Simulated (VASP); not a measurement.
Runs of VASP 6.6.1 on BP. The structure is that of space group F-43m (No. 216), or close to it. The cells are those of the table. 

```tsv
level	cell	k mesh	smearing	gap on the mesh (eV)	pressure (GPa)
r2SCAN	a = 3.198, b = 3.198, c = 3.176 Å, angles 60.2, 60.2, 59.5°, 2 atoms	10 × 10 × 10	gaussian 0.01 eV	1.31	(b)
PBE	a = 3.227, b = 3.227, c = 3.272 Å, angles 59.5, 59.5, 60.9°, 2 atoms	10 × 10 × 10	fermi-dirac 0.02 eV	0.87	-3.9
PBE	a = 3.208 Å, angles 60.0°, 2 atoms	6 × 6 × 6	gaussian 0.01 eV	1.33	1.2
r2SCAN	a = 3.227, b = 3.227, c = 3.272 Å, angles 59.5, 59.5, 60.9°, 2 atoms	10 × 10 × 10	gaussian 0.01 eV	1.05	-5.5
r2SCAN	a = 3.171, b = 3.171, c = 3.080 Å, angles 61.0, 61.0, 58.1°, 2 atoms	10 × 10 × 10	gaussian 0.01 eV	0.89	11.9
PBE	a = 3.217, b = 3.217, c = 3.240 Å, angles 59.8, 59.8, 60.5°, 2 atoms	10 × 10 × 10	fermi-dirac 0.02 eV	1.05	-1.5
r2SCAN	a = 3.208 Å, angles 60.0°, 2 atoms	10 × 10 × 10	gaussian 0.01 eV	(a)	-0.5
PBE	a = 3.198, b = 3.198, c = 3.176 Å, angles 60.2, 60.2, 59.5°, 2 atoms	6 × 6 × 6	gaussian 0.01 eV	1.20	3.9
```

Alike in all rows: task single point; potentials or basis VASP PAW PBE potentials, release 64 (B, P); no spin polarisation; cutoff (eV) 520.

Task: Fill in the values left out.

Result: (a) 1.45; (b) 2.3.

Caveats: the PAW data sets were made with another functional, which shifts forces and pressure a little (some runs).

A k mesh can miss the band edges.
